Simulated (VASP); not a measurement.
# Al in VASP: a series of runs

Runs on Al. Level: PBEsol. Tasks: single point.

Everything below comes from runs of VASP 6.6.1. Logs are shortened: lines on timing, memory, paths and dates and some standing lists are left out, and cuts for length are marked.

## (1) The cell of the first run

The cell holds a slab with vacuum, 13 atoms: a = 5.728 Å, b = 5.728 Å, c = 17.677 Å, α = 90.00°, β = 90.00°, γ = 60.00°.

## (2) Single point, PBEsol

File INCAR:

```
PREC = Accurate
ENCUT = 520
EDIFF = 1E-6
ISMEAR = 0
SIGMA = 0.15
LREAL = F
LASPH = T
NELM = 100
ALGO = Normal
ISIF = 2
LWAVE = F
LCHARG = T
GGA = PS
LELF = T
LVHAR = T
NBANDS = 32
```

File KPOINTS:

```
Automatic mesh
0
Gamma
  3 3 1
```

File POSCAR:

```
Al
1.0
    5.7275650000      0.0000000000      0.0000000000
    2.8637820000      4.9602170000      0.0000000000
    0.0000000000      0.0000000000     17.6765370000
Al
13
Direct
    0.1666666208      0.1666667003      0.0565721668
    0.6666667081      0.1666667003      0.0565721668
    0.1666666712      0.6666665995      0.0565721668
    0.6666667585      0.6666665995      0.0565721668
   -0.1693723098      0.3389754924      0.1872358257
    0.3283500176      0.3431053520      0.1887977832
   -0.1719607908      0.8444318061      0.1888867146
    0.3276095716      0.8445628488      0.1889189042
    0.0056560459     -0.0112866030      0.3286593409
    0.4908979485      0.0180181633      0.3263049205
   -0.0232633770      0.5125751555      0.3168004004
    0.5105384633      0.5126084202      0.3165492200
    0.2770634826      0.4464522419      0.4368036002
```

Potentials or basis: VASP PAW PBE potentials, release 64 (Al).

Launch:

```bash
cat potpaw_PBE.64/Al/POTCAR > POTCAR
mpirun -np 1 vasp_std > vasp.out
```

OUTCAR:

```text
PREC = Accurate
   ENCUT = 520
   EDIFF = 1E-6
   ISMEAR = 0
   LREAL = F
   LASPH = T
   NELM = 100
   ISIF = 2
   GGA = PS

 ion  position               nearest neighbor table
   1  0.167  0.167  0.057-   8 2.83   5 2.85   2 2.86   4 2.86   3 2.86   3 2.86   2 2.86   4 2.86
                             6 2.88
   2  0.667  0.167  0.057-   7 2.83   5 2.85   1 2.86   4 2.86   3 2.86   3 2.86   4 2.86   1 2.86
                             6 2.88
   3  0.167  0.667  0.057-   6 2.84   4 2.86   1 2.86   2 2.86   2 2.86   1 2.86   4 2.86   7 2.88
                             8 2.88
   4  0.667  0.667  0.057-   5 2.82   3 2.86   1 2.86   2 2.86   2 2.86   3 2.86   1 2.86   7 2.88
                             8 2.88
   5  0.831  0.339  0.187-  12 2.78  11 2.79   4 2.82   8 2.84   7 2.84   1 2.85   2 2.85   6 2.86
                             6 2.87   7 2.89   8 2.89   9 3.04
   6  0.328  0.343  0.189-   3 2.84  12 2.85  11 2.86   8 2.86   7 2.86   5 2.86   5 2.87   7 2.87
                             8 2.87   1 2.88   2 2.88  10 2.92
   7  0.828  0.844  0.189-  11 2.80   2 2.83   5 2.84   6 2.86   8 2.86   8 2.87   6 2.87   3 2.88
                             4 2.88   5 2.89   9 2.94  10 2.95
   8  0.328  0.845  0.189-  12 2.79   1 2.83   5 2.84   6 2.86   7 2.86   7 2.87   6 2.87   3 2.88
                             4 2.88   5 2.89   9 2.94  10 2.95
   9  0.006  0.989  0.329-  12 2.82  11 2.82  10 2.87  10 2.87  11 2.93  12 2.93   8 2.94   7 2.94
                             5 3.04  13 3.30
  10  0.491  0.018  0.326-  12 2.85  11 2.85   9 2.87   9 2.87  13 2.89  11 2.90  12 2.90   6 2.92
                             8 2.95   7 2.95
  11  0.977  0.513  0.317-  13 2.64  12 2.67   5 2.79   7 2.80   9 2.82  10 2.85   6 2.86  10 2.90
                             9 2.93  12 3.06
  12  0.511  0.513  0.317-  13 2.64  11 2.67   5 2.78   8 2.79   9 2.82  10 2.85   6 2.85  10 2.90
                             9 2.93  11 3.06
  13  0.277  0.446  0.437-  11 2.64  12 2.64  10 2.89   9 3.30

  LATTYP: Found a hexagonal cell.
 ALAT       =     5.7275649303
 C/A-ratio  =     3.0862220185

  Lattice vectors:

 A1 = (  -2.8637820000,  -4.9602170000,   0.0000000000)
 A2 = (   5.7275650000,   0.0000000000,   0.0000000000)
 A3 = (   0.0000000000,   0.0000000000,  17.6765370000)

Analysis of symmetry for initial positions (statically):
=====================================================================
 Subroutine PRICEL returns:
 Original cell was already a primitive cell.

 Routine SETGRP: Setting up the symmetry group for a
 hexagonal supercell.

 Subroutine GETGRP returns: Found  1 space group operations
[... 135 lines left out ...]
   EFERMI_NEDOS =   21; number of points for ismear=-14 and -15
   IALGO  =     38    algorithm
   IMIX   =      4    mixing-type and parameters
     AMIX     =   0.40;   BMIX     =  1.00
     AMIX_MAG =   1.60;   BMIX_MAG =  1.00
  volume/ion in A,a.u.               =      38.63       260.69
  Fermi-wavevector in a.u.,A,eV,Ry     =   0.698458  1.319895  6.637518  0.487844
  Thomas-Fermi vector in A             =   1.782067
   LORBIT       =      0    0 simple, 1 ext, 2 COOP (PROOUT), +10 PAW based schemes
   GGA     = PS    functional components
   LHFCALC =     F    Hartree Fock is set to
   AEXX    =    0.0000 exact exchange contribution
   IVDW    =     0    specifies the selected vdW correction
   LEPSILON=     F    determine dielectric tensor
   LRPA    =     F    only Hartree local field effects (RPA)
 non-spin polarized calculation
 Gauss-broadening in eV      SIGMA  =   0.15
  energy-cutoff  :      520.00
  volume of cell :      502.19
 maximum number of plane-waves:     13577
 NGX is ok and might be reduce to    42
   NGX = 21   NGY = 21   NGZ = 65

 number of electron      39.0000000 magnetization

 Free energy of the ion-electron system (eV)
  ---------------------------------------------------
  ext. energy  EPLUGINS =         0.00000000
  ---------------------------------------------------
  free energy    TOTEN  =       -49.35181147 eV

  energy without entropy =      -49.28019540  energy(sigma->0) =      -49.31600343

 E-fermi :   0.8171     XC(G=0):  -5.5620

 val. band max:        0.7688147064   @ k =   0.0000   0.0000   0.0000
 cond. band min:       0.8934737352   @ k =   0.3333   0.0000   0.0000
 fundamental gap:      0.1246590288
 Fermi energy:         0.8171226630

 k-point     1 :       0.0000    0.0000    0.0000
  band No.  band energies     occupation
      1      -9.4682      2.00000
      2      -7.8453      2.00000
      3      -5.5976      2.00000
      4      -3.7553      2.00000
      5      -3.6748      2.00000
      6      -3.6259      2.00000
[... 159 lines left out ...]
     30       4.1824      0.00000
     31       4.3517      0.00000
 [bands above 31 left out]

------------------------ aborting loop because EDIFF is reached ----------------------------------------

  FORCE on cell =-STRESS in cart. coord.  units (eV):
  Direction    XX          YY          ZZ          XY          YZ          ZX
  --------------------------------------------------------------------------------------
  -------------------------------------------------------------------------------------
  Total       -4.8886959     -6.6410302      0.0471019     -0.0026823     -0.4987378      0.0061295
  in kB      -15.5968075    -21.1874235      0.1502730     -0.0085576     -1.5911641      0.0195556
  external PRESSURE =     -12.2113193 kB  Pullay stress =       0.0000000 kB

 VOLUME and BASIS-vectors are now :
 -----------------------------------------------------------------------------
  energy-cutoff  :      520.00
  volume of cell :      502.19
      direct lattice vectors                 reciprocal lattice vectors
     5.727565000  0.000000000  0.000000000     0.174594265 -0.100802024  0.000000000
     2.863782000  4.960217000  0.000000000     0.000000000  0.201604083  0.000000000
     0.000000000  0.000000000 17.676537000     0.000000000  0.000000000  0.056572167

 POSITION                                       TOTAL-FORCE (eV/Angst)
 -----------------------------------------------------------------------------------
      1.43189      0.82670      1.00000         0.099637      0.017446      0.014465
      4.29567      0.82670      1.00000        -0.099742      0.016623      0.015595
      2.86378      3.30681      1.00000        -0.000737     -0.051282     -0.007515
      5.72757      3.30681      1.00000         0.001261      0.080099     -0.051853
      5.72823      1.68139      3.30968        -0.001743      0.005192      0.012217
      2.86322      1.70188      3.33729         0.002681      0.002408      0.008121
      7.16092      4.18856      3.33886        -0.001122      0.005219      0.010076
      4.29505      4.18922      3.33943        -0.000199      0.003662      0.005102
      2.86386      4.90423      5.80956        -0.001648      0.001232      0.005634
      2.86325      0.08937      5.76794         0.001766      0.003577     -0.008666
      7.06223      2.54248      5.59993         0.005132     -0.000219     -0.012012
      4.39214      2.54265      5.59549        -0.008659     -0.002769      0.003478
      2.86544      2.21450      7.72118         0.003372     -0.081188      0.005357
 -----------------------------------------------------------------------------------
    total drift:                               -0.000002      0.000009      0.000123

  FREE ENERGIE OF THE ION-ELECTRON SYSTEM (eV)
  ---------------------------------------------------
  free  energy   TOTEN  =       -49.3518114727 eV

  energy  without entropy=      -49.2801953969  energy(sigma->0) =      -49.31600343
```

OSZICAR:

```text
N       E                     dE             d eps       ncg     rms          rms(c)
DAV:   1     0.960437018248E+02    0.96044E+02   -0.11787E+04   320   0.864E+02
DAV:   2    -0.443498993184E+02   -0.14039E+03   -0.13395E+03   424   0.142E+02
DAV:   3    -0.516745335743E+02   -0.73246E+01   -0.71630E+01   400   0.310E+01
[... 13 lines left out ...]
DAV:  17    -0.493517604283E+02   -0.27855E-03   -0.38776E-05   392   0.210E-02    0.276E-03
DAV:  18    -0.493518027857E+02   -0.42357E-04   -0.64739E-06   352   0.951E-03    0.162E-03
DAV:  19    -0.493518092014E+02   -0.64157E-05   -0.13350E-06   328   0.458E-03    0.688E-04
DAV:  20    -0.493518111940E+02   -0.19925E-05   -0.36826E-07   328   0.257E-03    0.188E-04
DAV:  21    -0.493518114727E+02   -0.27876E-06   -0.80653E-08   280   0.147E-03
   1 F= -.49351811E+02 E0= -.49316003E+02  d E =-.716161E-01
```

stdout:

```text
POSCAR found type information on POSCAR Al
 POSCAR found :  1 types and      13 ions
 scaLAPACK will be used
 -----------------------------------------------------------------------------
|                                                                             |
|                                                                             |
|     You enforced a specific xc type in the INCAR file but a different       |
|     I HOPE YOU KNOW WHAT YOU ARE DOING!                                     |
|                                                                             |
 -----------------------------------------------------------------------------

 LDA part: xc-table for (Slater+PW92), standard interpolation
 POSCAR, INCAR and KPOINTS ok, starting setup
 FFT: planning ... GRIDC
 FFT: planning ... GRID_SOFT
 FFT: planning ... GRID
 WAVECAR not read
 entering main loop
```

Run time: 2.1 min. Hardware: 1 thread of AMD EPYC 9R45 (Zen 5), shared host; peak memory 0.57 GiB.

What came out:

```yaml
Free_energy: -49.3518 eV
Largest_force: 0.102 eV/Å
Band_gap_on_the_k_mesh: zero (an odd number of electrons rules out a gap without spin polarisation)
```

Forces on the atoms (eV/Å):
```
Al   0.100  0.017  0.014
Al  -0.100  0.017  0.016
Al  -0.001 -0.051 -0.008
Al   0.001  0.080 -0.052
Al  -0.002  0.005  0.012
Al   0.003  0.002  0.008
Al  -0.001  0.005  0.010
Al   0.000  0.004  0.005
Al  -0.002  0.001  0.006
Al   0.002  0.004 -0.009
Al   0.005  0.000 -0.012
Al  -0.009 -0.003  0.003
Al   0.003 -0.081  0.005
```

Caveat: the k points lie up to 0.42 Å⁻¹ apart, too coarse for converged energies and pressures of a metal; there is no dipole correction, which matters where the two faces differ; the PAW data sets were made with another functional, which shifts forces and pressure a little.

## (3) Single point, PBEsol

File INCAR:

```
SYSTEM = Al
PREC     = Accurate       ! precision mode
ENCUT    = 520            ! plane-wave cutoff, eV
EDIFF    = 1E-6           ! SCF threshold, eV
ISMEAR   = 0              ! smearing method
SIGMA    = 0.15           ! smearing width, eV
LREAL    = .FALSE.        ! projectors in reciprocal space
LASPH    = .TRUE.         ! aspherical terms in the spheres
NELM     = 80             ! most SCF steps
ALGO     = Normal         ! electronic algorithm
ISIF     = 2              ! what is computed and relaxed
LWAVE    = .FALSE.        ! write WAVECAR
LCHARG   = .FALSE.        ! write CHGCAR
GGA      = PS             ! functional
NBANDS   = 32             ! bands
```

File KPOINTS:

```
regular mesh
0
G
  3 3 1
  0 0 0
```

File POSCAR:

```
Al
1.0
    5.7275650000      0.0000000000      0.0000000000
    2.8637820000      4.9602170000      0.0000000000
    0.0000000000      0.0000000000     17.6765370000
Al
13
Direct
    0.1666666208      0.1666667003      0.0565721668
    0.6666667081      0.1666667003      0.0565721668
    0.1666666712      0.6666665995      0.0565721668
    0.6666667585      0.6666665995      0.0565721668
   -0.1670938593      0.3343218654      0.1883380778
    0.3306809822      0.3382841920      0.1879521424
   -0.1687202161      0.8380107161      0.1882740381
    0.3303927906      0.8382669549      0.1883263107
    0.0055292858     -0.0111106026      0.3246017022
    0.4910170975      0.0180131232      0.3285246426
   -0.0141742065      0.5008065171      0.3165848039
    0.5130235237      0.5010794891      0.3166892361
    0.2119188191      0.5715072546      0.4381498480
```

Potentials or basis: VASP PAW PBE potentials, release 64 (Al).

Launch:

```bash
cat potpaw_PBE.64/Al/POTCAR > POTCAR
mpirun -np 1 vasp_std > vasp.out
```

Wall time 2.1 min (1 thread of AMD EPYC 9R45 (Zen 5), shared host); peak memory 0.58 GiB.

The run converged. Its results:

| Item | Value |
| --- | --- |
| Free energy | -49.3201 eV |
| Largest force | 0.153 eV/Å |
| Band gap on the k mesh | zero (an odd number of electrons rules out a gap without spin polarisation) |

Forces in eV/Å, atoms in the order of the input:
```
Al   0.142 -0.054  0.000
Al  -0.143 -0.056  0.003
Al  -0.003 -0.031 -0.057
Al   0.002  0.138 -0.001
Al  -0.007 -0.004  0.015
Al   0.007 -0.001  0.012
Al   0.000  0.007  0.013
Al   0.001 -0.002  0.013
Al   0.000 -0.012  0.010
Al   0.000 -0.016 -0.011
Al  -0.012  0.011 -0.008
Al  -0.010  0.014  0.022
Al   0.022  0.007 -0.012
```

Levels at points of the mesh, in eV from the Fermi level:
```csv
k point,band 17,band 18,band 19,band 20,band 21,band 22
"(0.00, 0.00, 0.00)",-1.49,-0.79,-0.64,-0.43,-0.17,-0.13
```

Caveat: the k points lie up to 0.42 Å⁻¹ apart, too coarse for converged energies and pressures of a metal; there is no dipole correction, which matters where the two faces differ; the PAW data sets were made with another functional, which shifts forces and pressure a little.

## (4) Single point, PBEsol

File INCAR:

```
PREC = Accurate
ENCUT = 520
EDIFF = 1E-6
ISMEAR = 0
SIGMA = 0.15
LREAL = F
LASPH = T
NELM = 80
ALGO = Normal
ISIF = 2
LWAVE = F
LCHARG = F
GGA = PS
NBANDS = 32
```

File KPOINTS:

```
regular mesh
0
Gamma
  3 3 1
```

File POSCAR:

```
Al
1.0
    5.7275650000      0.0000000000      0.0000000000
    2.8637820000      4.9602170000      0.0000000000
    0.0000000000      0.0000000000     17.6765370000
Al
13
Direct
    0.1666666208      0.1666667003      0.0565721668
    0.6666667081      0.1666667003      0.0565721668
    0.1666666712      0.6666665995      0.0565721668
    0.6666667585      0.6666665995      0.0565721668
   -0.1667500509      0.3335081913      0.1892194155
    0.3315119744      0.3366211599      0.1878442593
   -0.1675119322      0.8356388440      0.1880308343
    0.3316650451      0.8357989177      0.1880370007
    0.0009237606     -0.0019858002      0.3221305734
    0.4943018098      0.0113410361      0.3280235263
   -0.0102810283      0.5002033177      0.3179533412
    0.5094586953      0.5004885875      0.3178764031
    0.1892748525      0.6198498977      0.4386830973
```

Launch:

```bash
cat potpaw_PBE.64/Al/POTCAR > POTCAR
mpirun -np 1 vasp_std > vasp.out
```

Wall time 2.1 min (1 thread of AMD EPYC 9R45 (Zen 5), shared host); peak memory 0.57 GiB.

It converged, with:

```
Free energy            : -49.3256 eV
Largest force          : 0.163 eV/Å
Band gap on the k mesh : zero (an odd number of electrons rules out a gap without spin polarisation)
```

Forces in eV/Å, atoms in the order of the input:
```
Al   0.147 -0.067  0.008
Al  -0.148 -0.068  0.010
Al  -0.001 -0.018 -0.061
Al   0.001  0.153  0.009
Al  -0.003 -0.003  0.010
Al   0.004 -0.001  0.005
Al   0.002  0.002  0.007
Al  -0.002 -0.002  0.006
Al  -0.001 -0.004  0.013
Al   0.000 -0.011 -0.001
Al   0.004 -0.007 -0.008
Al  -0.009 -0.007  0.005
Al   0.006  0.033 -0.002
```

Levels at points of the mesh, in eV from the Fermi level:
| k point | band 17 | band 18 | band 19 | band 20 | band 21 | band 22 |
| --- | --- | --- | --- | --- | --- | --- |
| (0.00, 0.00, 0.00) | -1.48 | -0.75 | -0.66 | -0.41 | -0.16 | -0.14 |

Caveat: the k points lie up to 0.42 Å⁻¹ apart, too coarse for converged energies and pressures of a metal; there is no dipole correction, which matters where the two faces differ; the PAW data sets were made with another functional, which shifts forces and pressure a little.

(Part 1 of 2 ends here.)

The gap in the log of VASP goes by the Fermi energy; the results here count the filled bands.